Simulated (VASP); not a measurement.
# SrO (F-43m) in VASP: a series of runs

Aim: see how the results for SrO move with the level of theory and the settings. Levels: HSE06, PBE-based screened hybrid. Tasks: single point.

Everything below comes from runs of VASP 6.6.1. Logs are shortened: lines on timing, memory, paths and dates and some standing lists are left out, and cuts for length are marked.

## (1) The cell of the first run

The structure is cubic, space group F-43m (No. 216). The conventional cell has a = 5.585 Å, b = 5.585 Å, c = 5.585 Å, α = 90.00°, β = 90.00°, γ = 90.00°. Within 3.2 Å of Sr (site symmetry -43m) lie 4 O at 2.42 Å. Within 3.2 Å of O (site symmetry -43m) lie 4 Sr at 2.42 Å.

## (2) Single point, HSE06

Contents of POSCAR:

```
SrO
1.0
    0.0000000000      2.7922805169      2.7922805169
    2.7922805169      0.0000000000      2.7922805169
    2.7922805169      2.7922805169      0.0000000000
Sr O
1 1
Direct
    0.0000000000      0.0000000000      0.0000000000
    0.2500000000      0.2500000000      0.2500000000
```

Contents of INCAR.step1:

```
SYSTEM = SrO
PREC = Accurate
ENCUT = 520
EDIFF = 1E-5
ISMEAR = 0
SIGMA = 0.01
LREAL = .FALSE.
LASPH = .TRUE.
NELM = 80
ALGO = Normal
ISIF = 2
LWAVE = .TRUE.
GGA = PE
NBANDS = 15
```

Contents of INCAR.step2:

```
SYSTEM = SrO
PREC = Accurate
ENCUT = 520
EDIFF = 1E-6
ISMEAR = 0
SIGMA = 0.01
LREAL = .FALSE.
LASPH = .TRUE.
NELM = 80
ALGO = Normal
ISIF = 2
LWAVE = .FALSE.
LCHARG = .TRUE.
GGA = PE
LHFCALC = .TRUE.
HFSCREEN = 0.2079
PRECFOCK = Normal
LELF = .TRUE.
LVHAR = .TRUE.
ISTART = 1
NBANDS = 15
```

Contents of KPOINTS:

```
regular mesh
0
G
  4 4 4
  0 0 0
```

Potentials or basis: VASP PAW PBE potentials, release 64 (Sr_sv, O).

The run is started by

```console
$ cat potpaw_PBE.64/Sr_sv/POTCAR potpaw_PBE.64/O/POTCAR > POTCAR
$ cp INCAR.step1 INCAR
$ mpirun -np 1 vasp_std > vasp.out
$ cp INCAR.step2 INCAR
$ mpirun -np 1 vasp_std > vasp.out
```

OUTCAR:

```text
SYSTEM = SrO
   PREC = Accurate
   ENCUT = 520
   EDIFF = 1E-6
   ISMEAR = 0
   LREAL = .FALSE.
   LASPH = .TRUE.
   NELM = 80
   ISIF = 2
   GGA = PE
   LHFCALC = .TRUE.
   HFSCREEN = 0.2079
   PRECFOCK = Normal
   ISTART = 1

 ion  position               nearest neighbor table
   1  0.000  0.000  0.000-   2 2.42   2 2.42   2 2.42   2 2.42
   2  0.250  0.250  0.250-   1 2.42   1 2.42   1 2.42   1 2.42

  LATTYP: Found a face centered cubic cell.
 ALAT       =     5.5845610338

  Lattice vectors:

 A1 = (   0.0000000000,   2.7922805169,   2.7922805169)
 A2 = (   2.7922805169,   0.0000000000,   2.7922805169)
 A3 = (   2.7922805169,   2.7922805169,   0.0000000000)

Analysis of symmetry for initial positions (statically):
=====================================================================
 Subroutine PRICEL returns:
 Original cell was already a primitive cell.

 Routine SETGRP: Setting up the symmetry group for a
 face centered cubic supercell.

 Subroutine GETGRP returns: Found 24 space group operations
 (whereof 24 operations were pure point group operations)
 out of a pool of 48 trial point group operations.

The static configuration has the point symmetry T_d .

Analysis of symmetry for dynamics (positions and initial velocities):
=====================================================================
 Subroutine PRICEL returns:
 Original cell was already a primitive cell.

 Routine SETGRP: Setting up the symmetry group for a
 face centered cubic supercell.

 Subroutine GETGRP returns: Found 24 space group operations
 (whereof 24 operations were pure point group operations)
 out of a pool of 48 trial point group operations.

The dynamic configuration has the point symmetry T_d .

 Subroutine INISYM returns: Found 24 space group operations
 (whereof 24 operations are pure point group operations),
 and found     1 'primitive' translations

----------------------------------------------------------------------------------------

                                     Primitive cell

  volume of cell :      43.5419

  direct lattice vectors                    reciprocal lattice vectors
     0.000000000  2.792280517  2.792280517    -0.179065104  0.179065104  0.179065104
     2.792280517  0.000000000  2.792280517     0.179065104 -0.179065104  0.179065104
     2.792280517  2.792280517  0.000000000     0.179065104  0.179065104 -0.179065104

  length of vectors
     3.948880977  3.948880977  3.948880977     0.310149857  0.310149857  0.310149857

  position of ions in fractional coordinates (direct lattice)
     0.000000000  0.000000000  0.000000000
     0.250000000  0.250000000  0.250000000

  ion indices of the primitive-cell ions
   primitive index   ion index
                 1           1
                 2           2

----------------------------------------------------------------------------------------

 KPOINTS: regular mesh

Automatic generation of k-mesh.
 Grid dimensions read from file:
 generate k-points for:    4    4    4

 Generating k-lattice:

  Cartesian coordinates                     Fractional coordinates (reciprocal lattice)
    -0.044766276  0.044766276  0.044766276     0.250000000  0.000000000  0.000000000
     0.044766276 -0.044766276  0.044766276     0.000000000  0.250000000  0.000000000
     0.044766276  0.044766276 -0.044766276     0.000000000  0.000000000  0.250000000

  Length of vectors
     0.077537464  0.077537464  0.077537464

  Shift w.r.t. Gamma in fractional coordinates (k-lattice)
     0.000000000  0.000000000  0.000000000

 Subroutine IBZKPT returns following result:
 ===========================================

 Found      8 irreducible k-points:

 Following reciprocal coordinates:
            Coordinates               Weight
  0.000000  0.000000  0.000000      1.000000
  0.250000  0.000000  0.000000      8.000000
  0.500000  0.000000  0.000000      4.000000
  0.250000  0.250000  0.000000      6.000000
  0.500000  0.250000  0.000000     24.000000
 -0.250000  0.250000  0.000000     12.000000
  0.500000  0.500000  0.000000      3.000000
 -0.250000  0.500000  0.250000      6.000000
   k-points           NKPTS =      8   k-points in BZ     NKDIM =     64   number of bands    NBANDS=     15
   number of dos      NEDOS =    301   number of ions     NIONS =      2
   total plane-waves  NPLWV =  27000
   dimension x,y,z NGX =    30 NGY =   30 NGZ =   30
   dimension x,y,z NGXF=    60 NGYF=   60 NGZF=   60
   ions per type =               1   1
   NGX,Y,Z   is equivalent  to a cutoff of  12.63, 12.63, 12.63 a.u.
   NGXF,Y,Z  is equivalent  to a cutoff of  25.26, 25.26, 25.26 a.u.
 SYSTEM =  SrO
   PREC   = accura    normal or accurate (medium, high low for compatibility)
   ISTART =      1    job   : 0-new  1-cont  2-samecut
   ICHARG =      0    charge: 1-file 2-atom 10-const
   ISPIN  =      1    spin polarized calculation?
   LNONCOLLINEAR =      F non collinear calculations
   LSORBIT =      F    spin-orbit coupling
   LASPH  =      T    aspherical Exc in radial PAW
   ENCUT  =  520.0 eV  38.22 Ry    6.18 a.u.   7.34  7.34  7.34*2*pi/ulx,y,z
   NELM   =     80;   NELMIN=  2; NELMDL=  0     # of ELM steps
   EDIFF  = 0.1E-05   stopping-criterion for ELM
   LREAL  =      F    real-space projection
   EDIFFG = 0.1E-04   stopping-criterion for IOM
   NSW    =      0    number of steps for IOM
   IBRION =     -1    ionic relax: 0-MD 1-quasi-New 2-CG
   NFREE  =      0    steps in history (QN), initial steepest desc. (CG)
   ISIF   =      2    stress and relaxation
   ISYM   =      3    0-nonsym 1-usesym 2-fastsym
   POTIM  = 0.5000    time-step for ionic-motion
   TEBEG  =    0.0;   TEEND  =   0.0 temperature during run
   PSTRESS=    0.0 pullay stress
   NELECT =      16.0000    total number of electrons
   NUPDOWN=      -1.0000    fix difference up-down
   EMIN   =  10.00;   EMAX   =-10.00  energy-range for DOS
   EFERMI =   0.00;   METHOD = LEGACY
   ISMEAR =     0;   SIGMA  =   0.01  broadening in eV -4-tet -1-fermi 0-gaus
   EFERMI_NEDOS =   21; number of points for ismear=-14 and -15
   IALGO  =     38    algorithm
   IMIX   =      1    mixing-type and parameters
     AMIX     =   0.40;   BMIX     =  1.00
     AMIX_MAG =   1.60;   BMIX_MAG =  1.00
  volume/ion in A,a.u.               =      21.77       146.92
  Fermi-wavevector in a.u.,A,eV,Ry     =   1.172589  2.215872 18.707531  1.374965
  Thomas-Fermi vector in A             =   2.309015
   LORBIT       =      0    0 simple, 1 ext, 2 COOP (PROOUT), +10 PAW based schemes
   GGA     = PE    functional components
   LHFCALC =     T    Hartree Fock is set to
   PRECFOCK=normal    Normal, Fast or Accurate (Low or Medium for compatibility)
   ENCUT4O =  -1.0   cutoff for four orbital integrals eV
   NKREDX  =     1    reduce k-point grid by
   NKREDY  =     1    reduce k-point grid by
   NKREDZ  =     1    reduce k-point grid by
   AEXX    =    0.2500 exact exchange contribution
   HFSCREEN=    0.2079 screening length (either q_TF or 0.3 A-1)
   HFSCREENC=   0.2079 screening length for correlation (either q_TF or 0.3 A-1)
   ENCUTFOCK=  -1.0 apply spherical cutoff to Coloumb kernel
   IVDW    =     0    specifies the selected vdW correction
   LEPSILON=     F    determine dielectric tensor
   LRPA    =     F    only Hartree local field effects (RPA)
 non-spin polarized calculation
 Gauss-broadening in eV      SIGMA  =   0.01
  energy-cutoff  :      520.00
  volume of cell :       43.54
 maximum number of plane-waves:      1211
 NGX is ok and might be reduce to    30
  NGX = 24; NGY = 24; NGZ = 24

 number of electron      16.0000001 magnetization

 Free energy of the ion-electron system (eV)
  ---------------------------------------------------
  ext. energy  EPLUGINS =         0.00000000
  ---------------------------------------------------
  free energy    TOTEN  =       -13.83863642 eV

  energy without entropy =      -13.83863642  energy(sigma->0) =      -13.83863642

 E-fermi :  -0.5666     XC(G=0):  -7.1389

 val. band max:       -0.7310966773   @ k =  -0.2500   0.5000   0.2500
 cond. band min:       3.1237994907   @ k =   0.0000   0.0000   0.0000
 fundamental gap:      3.8548961680
 Fermi energy:        -0.5665938932

 k-point     1 :       0.0000    0.0000    0.0000
  band No.  band energies     occupation
      1     -34.8933      2.00000
      2     -16.9608      2.00000
      3     -15.5021      2.00000
      4     -15.5021      2.00000
      5     -15.5021      2.00000
      6      -1.6174      2.00000
      7      -1.6174      2.00000
      8      -1.6174      2.00000
      9       3.1238      0.00000
     10       9.0500      0.00000
     11       9.0500      0.00000
     12      10.4197      0.00000
     13      10.4197      0.00000
     14      10.4197      0.00000
     15      15.8171      0.00000

 k-point     2 :       0.2500    0.0000    0.0000
  band No.  band energies     occupation
      1     -34.8601      2.00000
      2     -17.6363      2.00000
      3     -15.5513      2.00000
      4     -15.5513      2.00000
      5     -14.9562      2.00000
      6      -1.7265      2.00000
      7      -1.4377      2.00000
      8      -1.4377      2.00000
      9       4.7307      0.00000
     10       8.3763      0.00000
     11       8.3763      0.00000
     12       9.2704      0.00000
     13      11.2644      0.00000
     14      11.2644      0.00000
     15      13.1147      0.00000

 k-point     3 :       0.5000    0.0000    0.0000
  band No.  band energies     occupation
      1     -34.8265      2.00000
      2     -18.0893      2.00000
      3     -15.5995      2.00000
      4     -15.5995      2.00000
      5     -14.6565      2.00000
      6      -1.4733      2.00000
      7      -1.2817      2.00000
      8      -1.2817      2.00000
      9       6.0354      0.00000
     10       7.8727      0.00000
     11       8.5538      0.00000
     12       8.5538      0.00000
     13      10.9833      0.00000
     14      10.9833      0.00000
     15      13.5378      0.00000

 k-point     4 :       0.2500    0.2500    0.0000
  band No.  band energies     occupation
      1     -34.8491      2.00000
      2     -17.7740      2.00000
      3     -15.6290      2.00000
      4     -15.6290      2.00000
      5     -14.7322      2.00000
      6      -2.0643      2.00000
      7      -1.2053      2.00000
      8      -1.2053      2.00000
      9       5.2641      0.00000
     10       6.5083      0.00000
     11       9.7784      0.00000
     12      10.5207      0.00000
     13      10.9694      0.00000
     14      10.9694      0.00000
     15      15.1371      0.00000

 k-point     5 :       0.5000    0.2500    0.0000
  band No.  band energies     occupation
      1     -34.8156      2.00000
      2     -18.1536      2.00000
      3     -15.8158      2.00000
      4     -15.6769      2.00000
      5     -14.3588      2.00000
      6      -1.7970      2.00000
      7      -1.0602      2.00000
      8      -1.0120      2.00000
      9       5.5744      0.00000
     10       6.7525      0.00000
     11       9.2663      0.00000
     12      10.1814      0.00000
     13      11.2905      0.00000
     14      11.8913      0.00000
     15      13.4916      0.00000

 k-point     6 :      -0.2500    0.2500    0.0000
  band No.  band energies     occupation
      1     -34.8267      2.00000
      2     -18.0363      2.00000
      3     -15.8205      2.00000
      4     -15.6005      2.00000
      5     -14.4713      2.00000
      6      -1.5162      2.00000
      7      -1.3306      2.00000
      8      -1.2344      2.00000
      9       5.6300      0.00000
     10       7.6420      0.00000
     11       7.9695      0.00000
     12       9.6010      0.00000
     13      11.6264      0.00000
     14      11.8139      0.00000
     15      13.3965      0.00000

 k-point     7 :       0.5000    0.5000    0.0000
  band No.  band energies     occupation
      1     -34.8046      2.00000
      2     -18.2737      2.00000
      3     -15.7525      2.00000
      4     -15.7525      2.00000
      5     -14.2982      2.00000
      6      -2.2006      2.00000
      7      -0.7420      2.00000
      8      -0.7420      2.00000
      9       5.2606      0.00000
     10       6.5392      0.00000
     11      10.7607      0.00000
     12      11.0009      0.00000
     13      11.0009      0.00000
     14      12.4892      0.00000
     15      14.0199      0.00000

 k-point     8 :      -0.2500    0.5000    0.2500
  band No.  band energies     occupation
      1     -34.8045      2.00000
      2     -18.2393      2.00000
      3     -15.8881      2.00000
      4     -15.7630      2.00000
      5     -14.1895      2.00000
      6      -1.4578      2.00000
      7      -1.4371      2.00000
      8      -0.7311      2.00000
      9       5.2661      0.00000
     10       6.4732      0.00000
     11       9.5951      0.00000
     12      10.6373      0.00000
     13      12.0454      0.00000
     14      12.7564      0.00000
     15      13.4195      0.00000

------------------------ aborting loop because EDIFF is reached ----------------------------------------

  FORCE on cell =-STRESS in cart. coord.  units (eV):
  Direction    XX          YY          ZZ          XY          YZ          ZX
  --------------------------------------------------------------------------------------
  -------------------------------------------------------------------------------------
  Total        0.0293927      0.0293927      0.0293927     -0.0000000      0.0000000     -0.0000000
  in kB        1.0815391      1.0815391      1.0815391     -0.0000000      0.0000000     -0.0000000
  external PRESSURE =       1.0815391 kB  Pullay stress =       0.0000000 kB

 VOLUME and BASIS-vectors are now :
 -----------------------------------------------------------------------------
  energy-cutoff  :      520.00
  volume of cell :       43.54
      direct lattice vectors                 reciprocal lattice vectors
     0.000000000  2.792280517  2.792280517    -0.179065104  0.179065104  0.179065104
     2.792280517  0.000000000  2.792280517     0.179065104 -0.179065104  0.179065104
     2.792280517  2.792280517  0.000000000     0.179065104  0.179065104 -0.179065104

 POSITION                                       TOTAL-FORCE (eV/Angst)
 -----------------------------------------------------------------------------------
      0.00000      0.00000      0.00000         0.000000      0.000000      0.000000
      1.39614      1.39614      1.39614        -0.000000     -0.000000     -0.000000
 -----------------------------------------------------------------------------------
    total drift:                                0.000020      0.000007     -0.000018

  FREE ENERGIE OF THE ION-ELECTRON SYSTEM (eV)
  ---------------------------------------------------
  free  energy   TOTEN  =       -13.8386364235 eV

  energy  without entropy=      -13.8386364235  energy(sigma->0) =      -13.83863642
```

Run time: 2.9 min. Hardware: 1 thread of Intel Xeon Platinum 8488C (Sapphire Rapids), shared host; peak memory 0.27 GiB.

Results:

| Property | Result |
| --- | --- |
| Free energy | -13.8386 eV |
| Pressure | 0.1 GPa |
| Band gap on the k mesh | 3.85 eV, indirect (least direct gap 4.74 eV) |

Levels at points of the mesh, in eV from the valence-band top:
```tsv
k point	band 5	band 6	band 7	band 8	band 9	band 10	band 11	band 12
(0.00, 0.00, 0.00)	-14.77	-0.89	-0.89	-0.89	3.85	9.78	9.78	11.15
(0.50, 0.00, 0.00)	-13.93	-0.74	-0.55	-0.55	6.77	8.60	9.28	9.28
(0.50, 0.50, 0.00)	-13.57	-1.47	-0.01	-0.01	5.99	7.27	11.49	11.73
```

Caveat: the k points lie up to 0.49 Å⁻¹ apart; the PAW data sets were made with another functional, which shifts forces and pressure a little.

(Continued in part 2 of 2.)
